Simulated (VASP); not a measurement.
Runs of VASP 6.6.1 on TaN. The structure is that of space group P6/mmm (No. 191), or close to it. The cells are those of the table. 

```csv
potentials or basis,cell,cutoff (eV),second run,gap on the mesh (eV),pressure (GPa)
"VASP PAW LDA potentials, release 64 (Ta_pv, N)","a = 5.167, b = 5.167, c = 2.889 Å, angles 90.0, 90.0, 120.0°, 6 atoms",520,-,none,1.8
"VASP PAW LDA potentials, release 64 (Ta_sv_GW, N)","a = 5.101, b = 5.101, c = 2.876 Å, angles 90.0, 90.0, 120.0°, 6 atoms",600,valence_matched,none,11.3
"VASP PAW LDA potentials, release 64 (Ta_pv, N)","a = 5.043, b = 5.043, c = 2.866 Å, angles 90.0, 90.0, 120.0°, 6 atoms",520,-,none,22.3
"VASP PAW LDA potentials, release 64 (Ta_sv_GW, N)","a = 5.133, b = 5.133, c = 2.882 Å, angles 90.0, 90.0, 120.0°, 6 atoms",600,valence_matched,none,(a)
"VASP PAW LDA potentials, release 64 (Ta_sv_GW, N)","a = 5.167, b = 5.167, c = 2.889 Å, angles 90.0, 90.0, 120.0°, 6 atoms",600,valence_matched,none,(b)
```

Alike in all rows: task single point; level LDA; no spin polarisation; k mesh 5 × 5 × 8; smearing fermi-dirac 0.1 eV.

Fill in the values left out.

(a) 6.2; (b) 1.1.

Caveats: spin-orbit coupling is left out, which moves the levels of the heavy elements.

A k mesh can miss the band edges, and the runs leave out spin-orbit coupling on Ta.

A gap of «none» marks levels without a gap at the run's occupations.

The runs don't all hold the same shells in valence.
